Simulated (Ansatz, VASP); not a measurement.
## CsSnBr3: VASP beside Ansatz

Contents of INCAR:

```
  ALGO = Normal
  EDIFF = 1E-7
  EDIFFG = -0.005
  ENCUT = 500
  GGA = PS
  GGA_COMPAT = False
  IBRION = 2
  ISIF = 3
  ISMEAR = 0
  LASPH = True
  LCHARG = False
  LREAL = False
  LWAVE = False
  NELM = 120
  NELMIN = 4
  NSW = 80
  PREC = Accurate
  SIGMA = 0.01
```

KPOINTS

```
k-points
0
Gamma
  6 6 6
```

The input POSCAR:

```
CsSnBr3
1.0
    5.8100000000      0.0000000000      0.0000000000
    0.0000000000      5.8100000000      0.0000000000
    0.0000000000      0.0000000000      5.8100000000
Cs Sn Br
1 1 3
Direct
    0.5000000000      0.5000000000      0.5000000000
    0.0000000000      0.0000000000      0.0000000000
    0.5000000000      0.0000000000      0.0000000000
    0.0000000000      0.5000000000      0.0000000000
    0.0000000000      0.0000000000      0.5000000000
```

Input for Ansatz:

```yaml
crystal:
  lattice:
    - [5.81, 0.0, 0.0]
    - [0.0, 5.81, 0.0]
    - [0.0, 0.0, 5.81]
  atoms:
    - { symbol: Cs, position: [0.5, 0.5, 0.5] }
    - { symbol: Sn, position: [0.0, 0.0, 0.0] }
    - { symbol: Br, position: [0.5, 0.0, 0.0] }
    - { symbol: Br, position: [0.0, 0.5, 0.0] }
    - { symbol: Br, position: [0.0, 0.0, 0.5] }
scf:
  occupations: { method: fixed }
output:
  forces: true
  stress: true
  eigenvalues: true
  write_density: true
  write_potential: true
  elf: true
  volumetric_format: npy
hamiltonian:
  xc: pbesol
relax:
  f_tol: 0.005
  max_steps: 60
  cell: { stress_tol: 0.03 }
kpoints:
  mp_grid: { grid: [6, 6, 6] }
```

Alike in both runs: task relaxation of cell and atoms; functional PBEsol; k mesh 6 × 6 × 6; no spin polarisation.

|  | VASP | Ansatz |
| --- | --- | --- |
| version | VASP 6.6.1 | Ansatz 0.2.0 |
| potentials or method | VASP PAW PBE potentials, release 64 (Cs_sv, Sn_d, Br) | scalar-relativistic, plane waves, PAW |
| plane-wave cutoff (eV) | 500 | 420 |
| occupations | gaussian, width 0.01 eV | fixed |
| valence electrons in the cell | 44 | 44 |

Ansatz gave:

| Quantity | Value |
| --- | --- |
| gap on the k mesh at the Fermi level, each at its own relaxed structure (eV) | 0.22 |
| relaxed volume (Å³/atom) | 38.31 |
| relaxed cell length with the largest relative difference (Å) | 5.764 |

Task: Which values does VASP return?

Result: gap on the k mesh at the Fermi level, each at its own relaxed structure (eV): 0.21; relaxed volume (Å³/atom): 38.33; relaxed cell length with the largest relative difference (Å): 5.766.

VASP's potentials were made for PBE, not for PBEsol.

Neither program's run includes spin-orbit coupling.
